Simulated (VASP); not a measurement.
Input of a VASP 6.6.1 run:

INCAR

```
  PREC = Accurate
  ENCUT = 520
  EDIFF = 1E-6
  ISMEAR = -1
  SIGMA = 0.05
  LREAL = False
  LASPH = True
  NELM = 60
  ALGO = Normal
  ISIF = 2
  LWAVE = False
  LCHARG = False
  GGA = PE
  NBANDS = 22
```

File KPOINTS:

```
regular mesh
0
Gamma
  13 13 13
```

POSCAR

```
Rh
1.0
    0.0000000000      2.4237472311      2.4237472311
    2.4237472311      0.0000000000      2.4237472311
    2.4237472311      2.4237472311      0.0000000000
Rh
2
Direct
   -0.1250000000     -0.1250000000     -0.1250000000
    0.1250000000      0.1250000000      0.1250000000
```

Potentials or basis: VASP PAW PBE potentials, release 64 (Rh_pv).

Launch:

```bash
$ cat potpaw_PBE.64/Rh_pv/POTCAR > POTCAR
$ mpirun -np 1 vasp_std > vasp.out
```

Problem. Predict the pressure.

Solution. 131.6 GPa.

Problem. Predict the band gap on the k mesh.

Solution. Zero (band 15 reaches 13.48 eV, above the bottom of band 16 at 11.48 eV).
